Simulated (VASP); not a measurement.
Here is a VASP 6.6.1 calculation.

Contents of INCAR:

```
ALGO = Normal ; EDIFF = 1E-7
ENCUT = 520 ; GGA = PS
ISIF = 2 ; ISMEAR = 0
LASPH = True ; LCHARG = False
LREAL = False ; LWAVE = False
NBANDS = 19 ; NELM = 100
PREC = Accurate ; SIGMA = 0.01
```

File KPOINTS:

```
k-points
0
Gamma
  7 7 7
```

Contents of POSCAR:

```
TiO2
1.0
    1.4667646477      0.8468374972      6.8390235198
   -1.4667646477      0.8468374972      6.8390235198
    0.0000000000     -1.6936740148      6.8390235198
Ti O
1 2
Direct
    0.0000000000      0.0000000000      0.0000000000
    0.6204670000      0.6204670000      0.6204670000
    0.3795330000      0.3795330000      0.3795330000
```

Potentials or basis: VASP PAW PBE potentials, release 64 (Ti_sv, O).

Run with:

```sh
$ cat potpaw_PBE.64/Ti_sv/POTCAR potpaw_PBE.64/O/POTCAR > POTCAR
$ mpirun -np 1 vasp_std > vasp.out
```

(1) Estimate the largest force.

(2) Estimate the pressure.

(3) Predict the band gap on the k mesh.

Answers

(1) 0.557 eV/Å.

(2) 4.5 GPa.

(3) 2.82 eV (least direct gap 2.99 eV).

Caveat: the cell stands under pressure; the PAW data sets were made with another functional, which shifts forces and pressure a little; an odd mesh through Γ misses points on the zone boundary, where band edges can lie.
